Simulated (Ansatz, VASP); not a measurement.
## One calculation of BN, two programs

INCAR

```
PREC = Accurate
ENCUT = 520
EDIFF = 1E-6
ISMEAR = 0
SIGMA = 0.05
LREAL = F
LASPH = T
NELM = 100
ALGO = Normal
ISIF = 2
LWAVE = F
LCHARG = F
GGA = PE
NBANDS = 16
```

KPOINTS

```
Automatic mesh
0
Gamma
  6 6 6
```

Contents of POSCAR:

```
BN
1.0
    0.0000000000     -1.8123937734     -1.8123937734
   -1.8123937734      0.0000000000     -1.8123937734
    1.8123937734      1.8123937734     -3.6247875468
B N
2 2
Direct
    0.0219325928     -0.0068110190      0.0000000000
    0.4780674072      0.5068110190      0.5000000000
    0.3974450548      0.3680298393      0.8750000000
    0.8525549452      0.8819701607      0.3750000000
```

Input for Ansatz:

```yaml
crystal:
  lattice:
    - [0.0, -1.8123937734, -1.8123937734]
    - [-1.8123937734, 0.0, -1.8123937734]
    - [1.8123937734, 1.8123937734, -3.6247875468]
  atoms:
    - { symbol: B, position: [0.0219325928, -0.006811019, 0.0] }
    - { symbol: B, position: [0.4780674072, 0.506811019, 0.5] }
    - { symbol: "N", position: [0.3974450548, 0.3680298393, 0.875] }
    - { symbol: "N", position: [0.8525549452, 0.8819701607, 0.375] }
basis:
  ecutwfc: 520.0
kpoints:
  mp_grid: { grid: [6, 6, 6] }
hamiltonian:
  xc: pbe
scf:
  occupations: { method: gaussian, width: 0.05 }
output:
  forces: true
  stress: true
  eigenvalues: true
```

Change from the starting cell: mode 4 frozen in at +0.000 Å and mode 5 at -0.051 Å (largest displacements).

Alike in both runs: task single point; functional PBE; k mesh 6 × 6 × 6; occupations gaussian, width 0.05 eV; no spin polarisation.

|  | VASP | Ansatz |
| --- | --- | --- |
| version | VASP 6.6.1 | Ansatz 0.2.0 |
| potentials or method | VASP PAW PBE potentials, release 64 (B, N), cutoff 520 eV | scalar-relativistic, plane waves, PAW |
| valence electrons in the cell | 16 | 16 |

Ansatz gave:

| Quantity | Value |
| --- | --- |
| gap on the k mesh at the Fermi level (eV) | 4.41 |
| least direct gap on the mesh (eV) | 6.35 |
| pressure (GPa) | -0.1 |
| traceless stress, the component that is largest in VASP (GPa) | -0.54 |
| rms of the force components (eV/Å) | 0.313 |

Task: Which values does VASP return?

Result: gap on the k mesh at the Fermi level (eV): 4.40; least direct gap on the mesh (eV): 6.34; pressure (GPa): 0.1; traceless stress, the component that is largest in VASP (GPa): -0.54; rms of the force components (eV/Å): 0.313.

Atom by atom the forces differ by 0.000 eV/Å (rms over components).

The k mesh is coarse, so the values compare programs but aren't converged.
